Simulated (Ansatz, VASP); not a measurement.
# Two plane-wave programs on BaCd3Sn2

```xyz
6
Lattice="6.5803 0.0000 0.0000 -3.2901 5.6987 0.0000 0.0000 0.0000 4.7524" Properties=species:S:1:pos:R:3 pbc="T T T"
Ba    0.0000    0.0000    0.0000
Cd    3.2901    0.0000    2.3762
Cd    1.6451    2.8494    2.3762
Cd   -1.6451    2.8494    2.3762
Sn    0.0000    3.7991    0.0000
Sn    3.2901    1.8996    0.0000
```

Change from the starting cell: species swapped into the CeGa3Pd2 type (P6/mmm, No. 191).

Alike in both runs: functional PBE; k mesh 3 × 3 × 4; occupations gaussian, width 0.1 eV; no spin polarisation.

Ansatz relaxed the structure, and its values are those at the end. VASP's run is a single point on that final structure, the one shown.

|  | VASP | Ansatz |
| --- | --- | --- |
| version | VASP 6.6.1 | Ansatz 0.2.0 |
| potentials or method | VASP PAW PBE potentials, release 64 (Ba_sv, Cd, Sn_d), cutoff 520 eV | scalar-relativistic, plane waves, PAW |
| valence electrons in the cell | 74 | 98 |

VASP gave:

| Item | Value |
| --- | --- |
| gap on the k mesh at the Fermi level (eV) | none |
| pressure (GPa) | 0.2 |

Q: Estimate Ansatz's values.

A: gap on the k mesh at the Fermi level (eV): none; pressure (GPa): 0.0.

A gap of «none» marks a metal or a gap that the smearing closes. With one functional, cell and mesh, what is left measures potentials, basis and numerics. VASP's potentials hold 74 valence electrons a cell and Ansatz's 98, so a difference there can come from the potentials and not from the codes.

The k mesh is coarse, so the values compare programs but aren't converged. Neither program's run includes spin-orbit coupling.
